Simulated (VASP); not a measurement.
# Co3Bi (Fm-3m) in VASP: notebook

The runs below take Co3Bi through single point, with PBE.

All numbers are computed with VASP 6.6.1; they aren't measurements. Logs are shortened: lines on timing, memory, paths and dates and some standing lists are left out, and cuts for length are marked.

## (1) The cell of the first run

The structure is cubic, space group Fm-3m (No. 225). Conventional cell: a = 6.123 Å, b = 6.123 Å, c = 6.123 Å, α = 90.00°, β = 90.00°, γ = 90.00°. Co (site symmetry -43m) has 10 Co at 2.65 to 3.06 Å and 4 Bi at 2.65 Å within 3.5 Å. Within 3.5 Å of Co (site symmetry m-3m) lie 8 Co at 2.65 Å and 6 Bi at 3.06 Å. Bi (site symmetry m-3m) has 14 Co at 2.65 to 3.06 Å within 3.5 Å.

## (2) Single point, PBE, collinear spin, ferromagnetic start

Contents of INCAR:

```
SYSTEM = Co3Bi
  ALGO = Fast
  EDIFF = 1E-7
  ENCUT = 520
  GGA = PE
  ISIF = 2
  ISMEAR = 0
  ISPIN = 2
  LASPH = .True.
  LCHARG = .True.
  LELF = .True.
  LMAXMIX = 4
  LORBIT = 11
  LREAL = .False.
  LVHAR = .True.
  LWAVE = .False.
  MAGMOM = 2 2 2 0
  NBANDS = 33
  NELM = 150
  PREC = Accurate
  SIGMA = 0.1
```

Contents of KPOINTS:

```
k-points
0
Gamma
  12 12 12
  0 0 0
```

Contents of POSCAR:

```
Co3Bi
1.0
    0.0000000000      3.0616054462      3.0616054462
    3.0616054462      0.0000000000      3.0616054462
    3.0616054462      3.0616054462      0.0000000000
Co Bi
3 1
Direct
    0.2500000000      0.2500000000      0.2500000000
    0.7500000000      0.7500000000      0.7500000000
    0.5000000000      0.5000000000      0.5000000000
    0.0000000000      0.0000000000      0.0000000000
```

Potentials or basis: VASP PAW PBE potentials, release 64 (Co, Bi_d).

The run is started by

```console
> cat potpaw_PBE.64/Co/POTCAR potpaw_PBE.64/Bi_d/POTCAR > POTCAR
> mpirun -np 1 vasp_std > vasp.out
```

OUTCAR:

```text
SYSTEM = Co3Bi
   EDIFF = 1E-7
   ENCUT = 520
   GGA = PE
   ISIF = 2
   ISMEAR = 0
   ISPIN = 2
   LASPH = .True.
   LORBIT = 11
   LREAL = .False.
   NELM = 150
   PREC = Accurate

 ion  position               nearest neighbor table
   1  0.250  0.250  0.250-   4 2.65   4 2.65   4 2.65   3 2.65   4 2.65   3 2.65   3 2.65   3 2.65
                             2 3.06   2 3.06   2 3.06   2 3.06   2 3.06   2 3.06
   2  0.750  0.750  0.750-   3 2.65   3 2.65   3 2.65   3 2.65   4 2.65   4 2.65   4 2.65   4 2.65
                             1 3.06   1 3.06   1 3.06   1 3.06   1 3.06   1 3.06
   3  0.500  0.500  0.500-   1 2.65   1 2.65   1 2.65   1 2.65   2 2.65   2 2.65   2 2.65   2 2.65
                             4 3.06   4 3.06   4 3.06   4 3.06   4 3.06   4 3.06
   4  0.000  0.000  0.000-   2 2.65   2 2.65   2 2.65   1 2.65   2 2.65   1 2.65   1 2.65   1 2.65
                             3 3.06   3 3.06   3 3.06   3 3.06   3 3.06   3 3.06

  LATTYP: Found a face centered cubic cell.
 ALAT       =     6.1232108924

  Lattice vectors:

 A1 = (   0.0000000000,   3.0616054462,   3.0616054462)
 A2 = (   3.0616054462,   0.0000000000,   3.0616054462)
 A3 = (   3.0616054462,   3.0616054462,   0.0000000000)

Analysis of symmetry for initial positions (statically):
=====================================================================
 Subroutine PRICEL returns:
 Original cell was already a primitive cell.

 Routine SETGRP: Setting up the symmetry group for a
 face centered cubic supercell.

 Subroutine GETGRP returns: Found 48 space group operations
 (whereof 48 operations were pure point group operations)
 out of a pool of 48 trial point group operations.

The static configuration has the point symmetry O_h .

Analysis of symmetry for dynamics (positions and initial velocities):
=====================================================================
 Subroutine PRICEL returns:
 Original cell was already a primitive cell.

 Routine SETGRP: Setting up the symmetry group for a
 face centered cubic supercell.

 Subroutine GETGRP returns: Found 48 space group operations
 (whereof 48 operations were pure point group operations)
 out of a pool of 48 trial point group operations.

The dynamic configuration has the point symmetry O_h .

Analysis of structural, dynamic, and magnetic symmetry:
=====================================================================
 Subroutine PRICEL returns:
 Original cell was already a primitive cell.

 Routine SETGRP: Setting up the symmetry group for a
 face centered cubic supercell.

 Subroutine GETGRP returns: Found 48 space group operations
 (whereof 48 operations were pure point group operations)
 out of a pool of 48 trial point group operations.

The overall configuration has the point symmetry O_h .

 Subroutine INISYM returns: Found 48 space group operations
 (whereof 48 operations are pure point group operations),
 and found     1 'primitive' translations

----------------------------------------------------------------------------------------

                                     Primitive cell

  volume of cell :      57.3955

  direct lattice vectors                    reciprocal lattice vectors
     0.000000000  3.061605446  3.061605446    -0.163313010  0.163313010  0.163313010
     3.061605446  0.000000000  3.061605446     0.163313010 -0.163313010  0.163313010
     3.061605446  3.061605446  0.000000000     0.163313010  0.163313010 -0.163313010

  length of vectors
     4.329763945  4.329763945  4.329763945     0.282866430  0.282866430  0.282866430

  position of ions in fractional coordinates (direct lattice)
     0.250000000  0.250000000  0.250000000
     0.750000000  0.750000000  0.750000000
     0.500000000  0.500000000  0.500000000
     0.000000000  0.000000000  0.000000000

  ion indices of the primitive-cell ions
   primitive index   ion index
                 1           1
                 2           2
                 3           3
                 4           4

----------------------------------------------------------------------------------------

 KPOINTS: k-points

Automatic generation of k-mesh.
 Grid dimensions read from file:
 generate k-points for:   12   12   12

 Generating k-lattice:

  Cartesian coordinates                     Fractional coordinates (reciprocal lattice)
    -0.013609417  0.013609417  0.013609417     0.083333333  0.000000000  0.000000000
     0.013609417 -0.013609417  0.013609417     0.000000000  0.083333333  0.000000000
     0.013609417  0.013609417 -0.013609417     0.000000000  0.000000000  0.083333333

  Length of vectors
     0.023572203  0.023572203  0.023572203

  Shift w.r.t. Gamma in fractional coordinates (k-lattice)
     0.000000000  0.000000000  0.000000000

 Subroutine IBZKPT returns following result:
 ===========================================

 Found     72 irreducible k-points:

 Following reciprocal coordinates:
            Coordinates               Weight
  0.000000  0.000000  0.000000      1.000000
  0.083333  0.000000  0.000000      8.000000
  0.166667  0.000000  0.000000      8.000000
  0.250000  0.000000  0.000000      8.000000
  0.333333  0.000000  0.000000      8.000000
  0.416667  0.000000  0.000000      8.000000
[... 16 lines left out ...]
  0.500000  0.166667  0.000000     24.000000
 -0.416667  0.166667  0.000000     24.000000
 [... further k-points ...]
   k-points           NKPTS =     72   k-points in BZ     NKDIM =     72   number of bands    NBANDS=     33
   number of dos      NEDOS =    301   number of ions     NIONS =      4
   total plane-waves  NPLWV =  32768
   dimension x,y,z NGX =    32 NGY =   32 NGZ =   32
   dimension x,y,z NGXF=    64 NGYF=   64 NGZF=   64
   ions per type =               3   1
   NGX,Y,Z   is equivalent  to a cutoff of  12.29, 12.29, 12.29 a.u.
   NGXF,Y,Z  is equivalent  to a cutoff of  24.57, 24.57, 24.57 a.u.
 SYSTEM =  Co3Bi
   PREC   = accura    normal or accurate (medium, high low for compatibility)
   ISTART =      0    job   : 0-new  1-cont  2-samecut
   ICHARG =      2    charge: 1-file 2-atom 10-const
   ISPIN  =      2    spin polarized calculation?
   LNONCOLLINEAR =      F non collinear calculations
   LSORBIT =      F    spin-orbit coupling
   LASPH  =      T    aspherical Exc in radial PAW
   ENCUT  =  520.0 eV  38.22 Ry    6.18 a.u.   8.05  8.05  8.05*2*pi/ulx,y,z
   NELM   =    150;   NELMIN=  2; NELMDL= -5     # of ELM steps
   EDIFF  = 0.1E-06   stopping-criterion for ELM
   LREAL  =      F    real-space projection
   EDIFFG = 0.1E-05   stopping-criterion for IOM
   NSW    =      0    number of steps for IOM
   IBRION =     -1    ionic relax: 0-MD 1-quasi-New 2-CG
   NFREE  =      0    steps in history (QN), initial steepest desc. (CG)
   ISIF   =      2    stress and relaxation
   ISYM   =      2    0-nonsym 1-usesym 2-fastsym
   POTIM  = 0.5000    time-step for ionic-motion
   TEBEG  =    0.0;   TEEND  =   0.0 temperature during run
   PSTRESS=    0.0 pullay stress
   NELECT =      42.0000    total number of electrons
   NUPDOWN=      -1.0000    fix difference up-down
   EMIN   =  10.00;   EMAX   =-10.00  energy-range for DOS
   EFERMI =   0.00;   METHOD = LEGACY
   ISMEAR =     0;   SIGMA  =   0.10  broadening in eV -4-tet -1-fermi 0-gaus
   EFERMI_NEDOS =   21; number of points for ismear=-14 and -15
   IALGO  =     68    algorithm
   IMIX   =      4    mixing-type and parameters
     AMIX     =   0.40;   BMIX     =  1.00
     AMIX_MAG =   1.60;   BMIX_MAG =  1.00
  volume/ion in A,a.u.               =      14.35        96.83
  Fermi-wavevector in a.u.,A,eV,Ry     =   1.475249  2.787817 29.611176  2.176360
  Thomas-Fermi vector in A             =   2.589921
   LORBIT       =     11    0 simple, 1 ext, 2 COOP (PROOUT), +10 PAW based schemes
   GGA     = PE    functional components
   LHFCALC =     F    Hartree Fock is set to
   AEXX    =    0.0000 exact exchange contribution
   IVDW    =     0    specifies the selected vdW correction
   LEPSILON=     F    determine dielectric tensor
   LRPA    =     F    only Hartree local field effects (RPA)
 spin polarized calculation
 RMM-DIIS sequential band-by-band and
 Gauss-broadening in eV      SIGMA  =   0.10
  energy-cutoff  :      520.00
  volume of cell :       57.40
 maximum number of plane-waves:      1572
   NGX = 17   NGY = 17   NGZ = 17

 number of electron      41.9999976 magnetization       4.2406451

 Free energy of the ion-electron system (eV)
  ---------------------------------------------------
  ext. energy  EPLUGINS =         0.00000000
  ---------------------------------------------------
  free energy    TOTEN  =       -23.22462767 eV

  energy without entropy =      -23.21044698  energy(sigma->0) =      -23.21753732

 E-fermi :  10.6958     XC(G=0): -12.5767

 val. band max:       10.6904026808   @ k =   0.2500   0.0833   0.0000
 cond. band min:      10.6971762522   @ k =  -0.1667   0.1667   0.0000
 fundamental gap:      0.0067735713
 Fermi energy:        10.6957924014

 spin component 1

 k-point     1 :       0.0000    0.0000    0.0000
  band No.  band energies     occupation
      1     -12.3699      1.00000
      2     -12.3699      1.00000
      3     -12.3699      1.00000
      4     -12.3069      1.00000
      5     -12.3069      1.00000
      6      -2.6750      1.00000
[... 25 lines left out ...]
     32      16.5387      0.00000
     33      21.5223      0.00000

 k-point     2 :       0.0833    0.0000    0.0000
  band No.  band energies     occupation
      1     -12.3700      1.00000
      2     -12.3692      1.00000
      3     -12.3692      1.00000
      4     -12.3066      1.00000
      5     -12.3066      1.00000
      6      -2.6097      1.00000
[... 25 lines left out ...]
     32      17.2665      0.00000
     33      21.7976      0.00000
[... 754 lines left out ...]
     32      22.0812      0.00000
     33      22.2114      0.00000

 k-point    24 :      -0.4167    0.1667    0.0000
  band No.  band energies     occupation
      1     -12.3692      1.00000
      2     -12.3622      1.00000
      3     -12.3580      1.00000
      4     -12.3034      1.00000
      5     -12.2999      1.00000
      6      -1.2819      1.00000
[... 25 lines left out ...]
     32      23.3865      0.00000
     33      23.6130      0.00000

 [... further k-points ...]

 spin component 2

 k-point     1 :       0.0000    0.0000    0.0000
  band No.  band energies     occupation
      1     -12.3662      1.00000
      2     -12.3662      1.00000
      3     -12.3662      1.00000
      4     -12.3028      1.00000
      5     -12.3028      1.00000
      6      -2.6760      1.00000
[... 25 lines left out ...]
     32      16.7697      0.00000
     33      21.9381      0.00000

 k-point     2 :       0.0833    0.0000    0.0000
  band No.  band energies     occupation
      1     -12.3663      1.00000
      2     -12.3655      1.00000
      3     -12.3655      1.00000
      4     -12.3025      1.00000
      5     -12.3025      1.00000
      6      -2.6109      1.00000
[... 25 lines left out ...]
     32      17.6233      0.00000
     33      22.1822      0.00000
[... 754 lines left out ...]
     32      22.2854      0.00000
     33      22.3324      0.00000

 k-point    24 :      -0.4167    0.1667    0.0000
  band No.  band energies     occupation
      1     -12.3653      1.00000
      2     -12.3583      1.00000
      3     -12.3540      1.00000
      4     -12.2994      1.00000
      5     -12.2960      1.00000
      6      -1.2801      1.00000
[... 25 lines left out ...]
     32      23.4895      0.00000
     33      23.8869      0.00000

 [... further k-points ...]

------------------------ aborting loop because EDIFF is reached ----------------------------------------

  FORCE on cell =-STRESS in cart. coord.  units (eV):
  Direction    XX          YY          ZZ          XY          YZ          ZX
  --------------------------------------------------------------------------------------
  -------------------------------------------------------------------------------------
  Total       -0.0591797     -0.0591797     -0.0591797      0.0000000      0.0000000     -0.0000000
  in kB       -1.6519839     -1.6519839     -1.6519839      0.0000000      0.0000000     -0.0000000
  external PRESSURE =      -1.6519839 kB  Pullay stress =       0.0000000 kB

 VOLUME and BASIS-vectors are now :
 -----------------------------------------------------------------------------
  energy-cutoff  :      520.00
  volume of cell :       57.40
      direct lattice vectors                 reciprocal lattice vectors
     0.000000000  3.061605446  3.061605446    -0.163313010  0.163313010  0.163313010
     3.061605446  0.000000000  3.061605446     0.163313010 -0.163313010  0.163313010
     3.061605446  3.061605446  0.000000000     0.163313010  0.163313010 -0.163313010

 POSITION                                       TOTAL-FORCE (eV/Angst)
 -----------------------------------------------------------------------------------
      1.53080      1.53080      1.53080         0.000000      0.000000     -0.000000
      4.59241      4.59241      4.59241        -0.000000     -0.000000      0.000000
      3.06161      3.06161      3.06161        -0.000000      0.000000     -0.000000
      0.00000      0.00000      0.00000        -0.000000      0.000000     -0.000000
 -----------------------------------------------------------------------------------
    total drift:                                0.000000     -0.000000      0.000000

  FREE ENERGIE OF THE ION-ELECTRON SYSTEM (eV)
  ---------------------------------------------------
  free  energy   TOTEN  =       -23.2246276708 eV

  energy  without entropy=      -23.2104469753  energy(sigma->0) =      -23.21753732

 total charge

# of ion       s       p       d       tot
------------------------------------------
    1        0.376   0.383   7.400   8.159
    2        0.376   0.383   7.400   8.159
    3        0.378   0.349   7.297   8.024
    4        1.422   1.550  10.031  13.003
--------------------------------------------------
tot          2.553   2.664  32.128  37.345

 magnetization (x)

# of ion       s       p       d       tot
------------------------------------------
    1        0.009  -0.010   1.376   1.376
    2        0.009  -0.010   1.376   1.376
    3        0.003  -0.008   1.593   1.589
    4        0.024  -0.006  -0.017   0.001
--------------------------------------------------
tot          0.045  -0.033   4.329   4.341
```

Wall time 2.1 min (1 thread of Intel Xeon 6975P-C (Granite Rapids), shared host); peak memory 0.34 GiB.

Results:

```
Free energy                                           : -23.2246 eV
Pressure                                              : -0.2 GPa
Net moment                                            : 4.24 μB per cell
Site moments                                          : Co +1.38, +1.59 (each value once); Bi +0.00 μB
Valence electrons inside the program's atomic spheres : Co 8.16, 8.02 (each value once); Bi 13.00
```

Caveat: spin-orbit coupling is left out, which moves the levels of the heavy elements.

[end of part 1 of 2]
